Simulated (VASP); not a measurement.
# La2O3 (P-3m1) in VASP: a series of runs

The runs below take La2O3 through single point, relaxation of cell and atoms, with PBEsol, r2SCAN, PBE.

Everything below comes from runs of VASP 6.6.1. Logs are shortened: lines on timing, memory, paths and dates and some standing lists are left out, and cuts for length are marked.

## (1) The cell of the first run

It takes space group P-3m1 (No. 164, trigonal). The conventional cell has a = 3.906 Å, b = 3.906 Å, c = 6.041 Å, α = 90.00°, β = 90.00°, γ = 120.00°. Within 3.1 Å of La (site symmetry 3m) lie 7 O at 2.35 to 2.70 Å. O (site symmetry 3m) has 4 La at 2.35 to 2.42 Å and 3 O at 2.86 Å within 3.1 Å. Within 3.6 Å of O (site symmetry -3m) lie 6 La at 2.70 Å and 6 O at 3.11 Å.

## (2) Single point, PBEsol

Input file INCAR:

```
SYSTEM = La2O3
PREC = Accurate ; ENCUT = 520
EDIFF = 1E-6 ; ISMEAR = -1
SIGMA = 0.02 ; LREAL = .FALSE.
LASPH = .TRUE. ; NELM = 80
ALGO = Normal ; ISIF = 2
LWAVE = .FALSE. ; LCHARG = .FALSE.
GGA = PS ; NBANDS = 28
```

Input file KPOINTS:

```
Automatic mesh
0
G
  6 6 4
  0 0 0
```

Input file POSCAR:

```
La2O3
1.0
    3.9060044600      0.0000000000      0.0000000000
   -1.9530022300      3.3826990897      0.0000000000
    0.0000000000      0.0000000000      6.0409490859
La O
2 3
Direct
    0.6666666667      0.3333333333      0.7546156498
    0.3333333333      0.6666666667      0.2453843502
    0.6666666667      0.3333333333      0.3540131865
    0.3333333333      0.6666666667      0.6459868135
    0.0000000000      0.0000000000      0.0000000000
```

Potentials or basis: VASP PAW PBE potentials, release 64 (La, O).

The run is started by

```
cat potpaw_PBE.64/La/POTCAR potpaw_PBE.64/O/POTCAR > POTCAR
mpirun -np 1 vasp_std > vasp.out
```

OUTCAR:

```text
SYSTEM = La2O3
   PREC = Accurate
   ENCUT = 520
   EDIFF = 1E-6
   ISMEAR = -1
   LREAL = .FALSE.
   LASPH = .TRUE.
   NELM = 80
   ISIF = 2
   GGA = PS

 ion  position               nearest neighbor table
   1  0.667  0.333  0.755-   4 2.35   4 2.35   4 2.35   3 2.42   5 2.70   5 2.70   5 2.70
   2  0.333  0.667  0.245-   3 2.35   3 2.35   3 2.35   4 2.42   5 2.70   5 2.70   5 2.70
   3  0.667  0.333  0.354-   2 2.35   2 2.35   2 2.35   1 2.42
   4  0.333  0.667  0.646-   1 2.35   1 2.35   1 2.35   2 2.42
   5  0.000  0.000  0.000-   1 2.70   2 2.70   1 2.70   2 2.70   1 2.70   2 2.70

  LATTYP: Found a hexagonal cell.
 ALAT       =     3.9060044600
 C/A-ratio  =     1.5465801813

  Lattice vectors:

 A1 = (   3.9060044600,   0.0000000000,   0.0000000000)
 A2 = (  -1.9530022300,   3.3826990897,   0.0000000000)
 A3 = (   0.0000000000,   0.0000000000,   6.0409490859)

Analysis of symmetry for initial positions (statically):
=====================================================================
 Subroutine PRICEL returns:
 Original cell was already a primitive cell.

 Routine SETGRP: Setting up the symmetry group for a
 hexagonal supercell.

 Subroutine GETGRP returns: Found 12 space group operations
 (whereof 12 operations were pure point group operations)
 out of a pool of 24 trial point group operations.

The static configuration has the point symmetry D_3d.

Analysis of symmetry for dynamics (positions and initial velocities):
=====================================================================
 Subroutine PRICEL returns:
 Original cell was already a primitive cell.

 Routine SETGRP: Setting up the symmetry group for a
 hexagonal supercell.

 Subroutine GETGRP returns: Found 12 space group operations
 (whereof 12 operations were pure point group operations)
 out of a pool of 24 trial point group operations.

The dynamic configuration has the point symmetry D_3d.

 Subroutine INISYM returns: Found 12 space group operations
 (whereof 12 operations are pure point group operations),
 and found     1 'primitive' translations

----------------------------------------------------------------------------------------

                                     Primitive cell

  volume of cell :      79.8181

  direct lattice vectors                    reciprocal lattice vectors
     3.906004460  0.000000000  0.000000000     0.256016093  0.147810960  0.000000000
[... 90 lines left out ...]
   NELM   =     80;   NELMIN=  2; NELMDL= -5     # of ELM steps
   EDIFF  = 0.1E-05   stopping-criterion for ELM
   LREAL  =      F    real-space projection
   EDIFFG = 0.1E-04   stopping-criterion for IOM
   NSW    =      0    number of steps for IOM
   IBRION =     -1    ionic relax: 0-MD 1-quasi-New 2-CG
   NFREE  =      0    steps in history (QN), initial steepest desc. (CG)
   ISIF   =      2    stress and relaxation
   ISYM   =      2    0-nonsym 1-usesym 2-fastsym
   POTIM  = 0.5000    time-step for ionic-motion
   TEBEG  =    0.0;   TEEND  =   0.0 temperature during run
   PSTRESS=    0.0 pullay stress
   NELECT =      40.0000    total number of electrons
   NUPDOWN=      -1.0000    fix difference up-down
   EMIN   =  10.00;   EMAX   =-10.00  energy-range for DOS
   EFERMI =   0.00;   METHOD = LEGACY
   ISMEAR =    -1;   SIGMA  =   0.02  broadening in eV -4-tet -1-fermi 0-gaus
   EFERMI_NEDOS =   21; number of points for ismear=-14 and -15
   IALGO  =     38    algorithm
   IMIX   =      4    mixing-type and parameters
     AMIX     =   0.40;   BMIX     =  1.00
     AMIX_MAG =   1.60;   BMIX_MAG =  1.00
  volume/ion in A,a.u.               =      15.96       107.73
  Fermi-wavevector in a.u.,A,eV,Ry     =   1.300352  2.457310 23.006314  1.690916
  Thomas-Fermi vector in A             =   2.431557
   LORBIT       =      0    0 simple, 1 ext, 2 COOP (PROOUT), +10 PAW based schemes
   GGA     = PS    functional components
   LHFCALC =     F    Hartree Fock is set to
   AEXX    =    0.0000 exact exchange contribution
   IVDW    =     0    specifies the selected vdW correction
   LEPSILON=     F    determine dielectric tensor
   LRPA    =     F    only Hartree local field effects (RPA)
 non-spin polarized calculation
  energy-cutoff  :      520.00
  volume of cell :       79.82
 maximum number of plane-waves:      2189
 NGX is ok and might be reduce to    30
   NGX = 15   NGY = 15   NGZ = 23

 number of electron      39.9999995 magnetization

 Free energy of the ion-electron system (eV)
  ---------------------------------------------------
  ext. energy  EPLUGINS =         0.00000000
  ---------------------------------------------------
  free energy    TOTEN  =       -43.70946190 eV

  energy without entropy =      -43.70946190  energy(sigma->0) =      -43.70946190

 E-fermi :   6.5025     XC(G=0): -10.8448

 val. band max:        6.0690619835   @ k =   0.5000  -0.0000   0.5000
 cond. band min:       9.8534537008   @ k =   0.3333   0.3333   0.0000
 fundamental gap:      3.7843917172
 Fermi energy:         6.5024510686

 k-point     1 :       0.0000    0.0000    0.0000
  band No.  band energies     occupation
      1     -23.6282      2.00000
      2     -23.3449      2.00000
      3     -10.9137      2.00000
      4      -9.5830      2.00000
      5      -9.1445      2.00000
      6      -7.0938      2.00000
[... 733 lines left out ...]
     27      11.6584      0.00000
     28      11.6942      0.00000

------------------------ aborting loop because EDIFF is reached ----------------------------------------

  FORCE on cell =-STRESS in cart. coord.  units (eV):
  Direction    XX          YY          ZZ          XY          YZ          ZX
  --------------------------------------------------------------------------------------
  -------------------------------------------------------------------------------------
  Total       -0.1080787     -0.1080787     -0.0985326      0.0000000      0.0000000      0.0000000
  in kB       -2.1694479     -2.1694479     -1.9778312      0.0000000      0.0000000      0.0000000
  external PRESSURE =      -2.1055756 kB  Pullay stress =       0.0000000 kB

 VOLUME and BASIS-vectors are now :
 -----------------------------------------------------------------------------
  energy-cutoff  :      520.00
  volume of cell :       79.82
      direct lattice vectors                 reciprocal lattice vectors
     3.906004460  0.000000000  0.000000000     0.256016093  0.147810960  0.000000000
    -1.953002230  3.382699090  0.000000000     0.000000000  0.295621920  0.000000000
     0.000000000  0.000000000  6.040949086     0.000000000  0.000000000  0.165536903

 POSITION                                       TOTAL-FORCE (eV/Angst)
 -----------------------------------------------------------------------------------
      1.95300      1.12757      4.55859        -0.000000     -0.000000     -0.007875
     -0.00000      2.25513      1.48235         0.000000      0.000000      0.007875
      1.95300      1.12757      2.13858        -0.000000      0.000000     -0.002666
     -0.00000      2.25513      3.90237         0.000000     -0.000000      0.002666
      0.00000      0.00000      0.00000         0.000000      0.000000      0.000000
 -----------------------------------------------------------------------------------
    total drift:                                0.000000      0.000000      0.000000

  FREE ENERGIE OF THE ION-ELECTRON SYSTEM (eV)
  ---------------------------------------------------
  free  energy   TOTEN  =       -43.7094619044 eV

  energy  without entropy=      -43.7094619043  energy(sigma->0) =      -43.70946190
```

stdout:

```text
POSCAR found type information on POSCAR LaO
 POSCAR found :  2 types and       5 ions
 scaLAPACK will be used
 -----------------------------------------------------------------------------
|                                                                             |
|                                                                             |
|     You enforced a specific xc type in the INCAR file but a different       |
|     I HOPE YOU KNOW WHAT YOU ARE DOING!                                     |
|                                                                             |
 -----------------------------------------------------------------------------

 LDA part: xc-table for (Slater+PW92), standard interpolation
 POSCAR, INCAR and KPOINTS ok, starting setup
 FFT: planning ... GRIDC
 FFT: planning ... GRID_SOFT
 FFT: planning ... GRID
 WAVECAR not read
 entering main loop
```

It took 74 s on 1 thread of Intel Xeon Platinum 8488C (Sapphire Rapids), shared host; peak memory 0.22 GiB.

What came out:

```yaml
Free_energy: -43.7095 eV
Pressure: -0.2 GPa
Largest_force: 0.008 eV/Å
Band_gap_on_the_k_mesh: 3.78 eV, indirect (least direct gap 3.87 eV)
```

Forces on the atoms (eV/Å):
```
La   0.000  0.000 -0.008
La   0.000  0.000  0.008
O    0.000  0.000 -0.003
O    0.000  0.000  0.003
O    0.000  0.000  0.000
```

Caveat: the PAW data sets were made with another functional, which shifts forces and pressure a little; spin-orbit coupling is left out, which moves the levels of the heavy elements. As with any semilocal functional, this PBEsol gap is likely too small.

## (3) Single point, r2SCAN

This run uses another cell than the first one, of 16.43 Å³/atom, 1.029 times its volume.

Input file POSCAR:

```
La2O3
1.0
    3.9351015413      0.0000000000      0.0000000000
   -1.9675507707      3.4078979012      0.0000000000
    0.0000000000      0.0000000000      6.1262271595
La O
2 3
Direct
    0.6666666667      0.3333333333      0.7538431652
    0.3333333333      0.6666666667      0.2461568348
    0.6666666667      0.3333333333      0.3538862902
    0.3333333333      0.6666666667      0.6461137098
    0.0000000000      0.0000000000      0.0000000000
```

Input file INCAR.step1:

```
SYSTEM = La2O3
ALGO = Normal ; EDIFF = 1E-4
ENCUT = 520 ; GGA = PE
ISMEAR = -1 ; LASPH = .True.
LCHARG = .False. ; LREAL = .False.
LWAVE = .True. ; NBANDS = 28
NELM = 60 ; PREC = Accurate
SIGMA = 0.02
```

Input file INCAR.step2:

```
SYSTEM = La2O3
ALGO = Normal ; EDIFF = 1E-6
ENCUT = 520 ; ISIF = 2
ISMEAR = -1 ; ISTART = 1
LASPH = .True. ; LCHARG = .False.
LMIXTAU = .True. ; LREAL = .False.
LWAVE = .False. ; METAGGA = R2SCAN
NBANDS = 28 ; NELM = 60
PREC = Accurate ; SIGMA = 0.02
```

Input file KPOINTS:

```
k-points
0
Gamma
  6 6 4
  0 0 0
```

Potentials or basis: VASP PAW PBE potentials, release 64 (La, O).

The run is started by

```
cat potpaw_PBE.64/La/POTCAR potpaw_PBE.64/O/POTCAR > POTCAR
cp INCAR.step1 INCAR
mpirun -np 1 vasp_std > vasp.out
cp INCAR.step2 INCAR
mpirun -np 1 vasp_std > vasp.out
```

It took 4.1 min on 1 thread of Intel Xeon Platinum 8488C (Sapphire Rapids), shared host; peak memory 0.24 GiB.

It converged, with:

```yaml
Free_energy: -96.0577 eV
Pressure: -0.5 GPa
Largest_force: 0.023 eV/Å
Band_gap_on_the_k_mesh: 4.24 eV, indirect (least direct gap 4.36 eV)
```

Forces in eV/Å, atoms in the order of the input:
```
La   0.000  0.000 -0.023
La   0.000  0.000  0.023
O    0.000  0.000 -0.006
O    0.000  0.000  0.006
O    0.000  0.000  0.000
```

Stress tensor (GPa, compression positive):
```
-0.58  0.00  0.00
 0.00 -0.58  0.00
 0.00  0.00 -0.47
```

Levels at points of the mesh, in eV from the valence-band top:
```csv
k point,band 17,band 18,band 19,band 20,band 21,band 22,band 23,band 24
"(0.00, 0.00, 0.00)",-1.64,-0.38,-0.38,-0.11,4.78,5.11,5.11,5.74
"(0.50, 0.00, 0.00)",-0.74,-0.67,-0.42,-0.30,4.30,5.26,5.77,5.81
"(0.00, 0.00, 0.50)",-0.99,-0.76,-0.28,-0.28,5.22,5.27,5.27,5.51
"(0.50, 0.00, 0.50)",-0.96,-0.70,-0.37,0.00,4.92,5.08,5.70,5.81
```

Caveat: the PAW data sets were made with another functional, which shifts forces and pressure a little; spin-orbit coupling is left out, which moves the levels of the heavy elements.

## (4) Single point, PBE

This run uses another cell than the first one, of 16.43 Å³/atom, 1.029 times its volume.

Input file INCAR:

```
SYSTEM = La2O3
ALGO = Normal
EDIFF = 1E-6
ENCUT = 520
GGA = PE
ISIF = 2
ISMEAR = -1
LASPH = .True.
LCHARG = .False.
LREAL = .False.
LWAVE = .False.
NBANDS = 28
NELM = 100
PREC = Accurate
SIGMA = 0.02
```

Input file KPOINTS:

```
k-points
0
Gamma
  12 12 4
  0 0 0
```

POSCAR is that of step 3.

The run is started by

```
cat potpaw_PBE.64/La/POTCAR potpaw_PBE.64/O/POTCAR > POTCAR
mpirun -np 1 vasp_std > vasp.out
```

Run time: 3.6 min. Hardware: 1 thread of Intel Xeon Platinum 8488C (Sapphire Rapids), shared host; peak memory 0.3 GiB.

The run converged. Its results:

- Free energy: -41.8210 eV
- Pressure: 1.0 GPa
- Largest force: 0.037 eV/Å
- Band gap on the k mesh: 3.86 eV, indirect (least direct gap 3.98 eV)

Forces on the atoms (eV/Å):
```
La   0.000  0.000 -0.037
La   0.000  0.000  0.037
O    0.000  0.000 -0.004
O    0.000  0.000  0.004
O    0.000  0.000  0.000
```

Stress tensor (GPa, compression positive):
```
0.90 0.00 0.00
0.00 0.90 0.00
0.00 0.00 1.23
```

Levels at points of the mesh, in eV from the valence-band top:
```csv
k point,band 18,band 19,band 20,band 21,band 22,band 23
"(0.00, 0.00, 0.00)",-0.37,-0.37,-0.11,4.31,4.59,4.59
"(0.50, 0.00, 0.00)",-0.65,-0.41,-0.29,3.86,4.70,5.15
"(0.00, 0.00, 0.50)",-0.77,-0.28,-0.28,4.69,4.72,4.72
"(0.50, 0.00, 0.50)",-0.70,-0.36,0.00,4.40,4.62,5.04
```

Caveat: spin-orbit coupling is left out, which moves the levels of the heavy elements. As with any semilocal functional, this PBE gap is likely too small.

## (5) Relaxation of cell and atoms, PBEsol

This run uses another cell than the first one, of 16.64 Å³/atom, 1.042 times its volume.

Input file INCAR:

```
SYSTEM = La2O3
ALGO = Normal ; EDIFF = 1E-7
EDIFFG = -0.005 ; ENCUT = 600
GGA = PS ; IBRION = 2
ISIF = 3 ; ISMEAR = -1
LASPH = .TRUE. ; LCHARG = .FALSE.
LREAL = .FALSE. ; LWAVE = .FALSE.
NELM = 100 ; NSW = 80
PREC = Accurate ; SIGMA = 0.02
```

Input file KPOINTS:

```
k-points
0
G
  6 6 4
  0 0 0
```

Input file POSCAR:

```
La2O3
1.0
    3.9404478335      0.0000000000      0.0000000000
   -1.9702239168      3.4125279261      0.0000000000
    0.0000000000      0.0000000000      6.1873564374
La O
2 3
Direct
    0.6666666667      0.3333333333      0.7526274777
    0.3333333333      0.6666666667      0.2473725223
    0.6666666667      0.3333333333      0.3546952476
    0.3333333333      0.6666666667      0.6453047524
    0.0000000000      0.0000000000      0.0000000000
```

The run is started by

```
cat potpaw_PBE.64/La/POTCAR potpaw_PBE.64/O/POTCAR > POTCAR
mpirun -np 1 vasp_std > vasp.out
```

It took 12 min on 1 thread of Intel Xeon Platinum 8488C (Sapphire Rapids), shared host; peak memory 0.25 GiB.

The run converged. Its results:

```
Free energy                            : -43.7213 eV
Relaxed volume                         : 15.92 Å³/atom
Relaxed cell                           : a = 3.904 Å, b = 3.904 Å, c = 6.032 Å, α = 90.00°, β = 90.00°, γ = 120.00°
Space group after relaxing (to 0.05 Å) : P-3m1 (No. 164)
Energy gained by relaxing              : 11.3 meV/atom
Ionic steps                            : 13
Pressure after relaxing                : 0.0 GPa
Band gap on the k mesh                 : 3.78 eV, indirect (least direct gap 3.87 eV)
```

Step by step:
| step | energy change (eV) | largest force (eV/Å) | pressure (GPa) | volume (Å³) |
| --- | --- | --- | --- | --- |
| 1 | 0.0000 | 0.1216 | -5.03 | 83.20 |
| 2 | 0.0075 | 0.6245 | 6.02 | 77.07 |
| 3 | -0.0501 | 0.2197 | -0.11 | 80.16 |
| 4 | -0.0501 | 0.2269 | -0.01 | 80.10 |
| 5 | -0.0546 | 0.0462 | 0.06 | 79.81 |
| 6 | -0.0551 | 0.0483 | 0.10 | 79.67 |
| 7 | -0.0559 | 0.0449 | -0.10 | 79.74 |
| 8 | -0.0561 | 0.0422 | -0.25 | 79.80 |
| 9 | -0.0562 | 0.0556 | 0.22 | 79.52 |
| 10 | -0.0563 | 0.0341 | 0.05 | 79.62 |
| 11 | -0.0564 | 0.0132 | 0.03 | 79.61 |
| 12 | -0.0565 | 0.0063 | 0.02 | 79.59 |
| 13 | -0.0565 | 0.0012 | -0.02 | 79.62 |

Final structure:
```
CELL_PARAMETERS angstrom
3.90395 0.00000 0.00000
-1.95198 3.38092 0.00000
0.00000 0.00000 6.03228
ATOMIC_POSITIONS crystal
La 0.66667 0.33333 0.75474
La 0.33333 0.66667 0.24526
O 0.66667 0.33333 0.35390
O 0.33333 0.66667 0.64610
O 0.00000 0.00000 0.00000
```

Levels at points of the mesh, in eV from the valence-band top:
| k point | band 17 | band 18 | band 19 | band 20 | band 21 | band 22 | band 23 | band 24 |
| --- | --- | --- | --- | --- | --- | --- | --- | --- |
| (0.00, 0.00, 0.00) | -1.76 | -0.43 | -0.43 | -0.16 | 4.32 | 4.58 | 4.58 | 5.26 |
| (0.50, 0.00, 0.00) | -0.76 | -0.67 | -0.42 | -0.32 | 3.82 | 4.80 | 5.33 | 5.36 |
| (0.00, 0.00, 0.50) | -1.07 | -0.87 | -0.32 | -0.32 | 4.78 | 4.78 | 4.79 | 5.10 |
| (0.50, 0.00, 0.50) | -0.97 | -0.77 | -0.37 | 0.00 | 4.46 | 4.67 | 5.22 | 5.39 |

Caveat: the PAW data sets were made with another functional, which shifts forces and pressure a little; spin-orbit coupling is left out, which moves the levels of the heavy elements.

## (6) Single point, PBE

This run uses another cell than the first one, of 16.64 Å³/atom, 1.042 times its volume.

Input file INCAR:

```
SYSTEM = La2O3
PREC = Accurate ; ENCUT = 520
EDIFF = 1E-6 ; ISMEAR = -1
SIGMA = 0.02 ; LREAL = .FALSE.
LASPH = .TRUE. ; NELM = 60
ALGO = Normal ; ISIF = 2
LWAVE = .FALSE. ; LCHARG = .TRUE.
GGA = PE ; LELF = .TRUE.
LVHAR = .TRUE. ; NBANDS = 28
```

Input file KPOINTS:

```
regular mesh
0
G
  12 12 4
  0 0 0
```

POSCAR is that of step 5.

Potentials or basis: VASP PAW PBE potentials, release 64 (La, O).

The run is started by

```
cat potpaw_PBE.64/La/POTCAR potpaw_PBE.64/O/POTCAR > POTCAR
mpirun -np 1 vasp_std > vasp.out
```

Wall time 4.5 min (1 thread of Intel Xeon Platinum 8488C (Sapphire Rapids), shared host); peak memory 0.29 GiB.

Results (log left out):

```yaml
Free_energy: -41.8251 eV
Pressure: -0.3 GPa
Largest_force: 0.012 eV/Å
Band_gap_on_the_k_mesh: 3.85 eV, indirect (least direct gap 3.98 eV)
```

Forces on the atoms (eV/Å):
```
La   0.000  0.000 -0.012
La   0.000  0.000  0.012
O    0.000  0.000 -0.005
O    0.000  0.000  0.005
O    0.000  0.000  0.000
```

Levels at points of the mesh, in eV from the valence-band top:
```
           k point  band 16  band 17  band 18  band 19  band 20  band 21  band 22  band 23  band 24  band 25
(0.00, 0.00, 0.00)    -2.07    -1.61    -0.34    -0.34    -0.08     4.26     4.62     4.62     5.07     5.30
(0.50, 0.00, 0.00)    -0.74    -0.71    -0.64    -0.40    -0.28     3.85     4.68     5.10     5.16     5.21
(0.00, 0.00, 0.50)    -1.86    -0.97    -0.75    -0.26    -0.26     4.65     4.73     4.73     4.88     5.33
(0.50, 0.00, 0.50)    -0.97    -0.94    -0.67    -0.35     0.00     4.37     4.59     5.01     5.14     5.21
```

Caveat: spin-orbit coupling is left out, which moves the levels of the heavy elements.

(Part 1 of 2 ends here.)
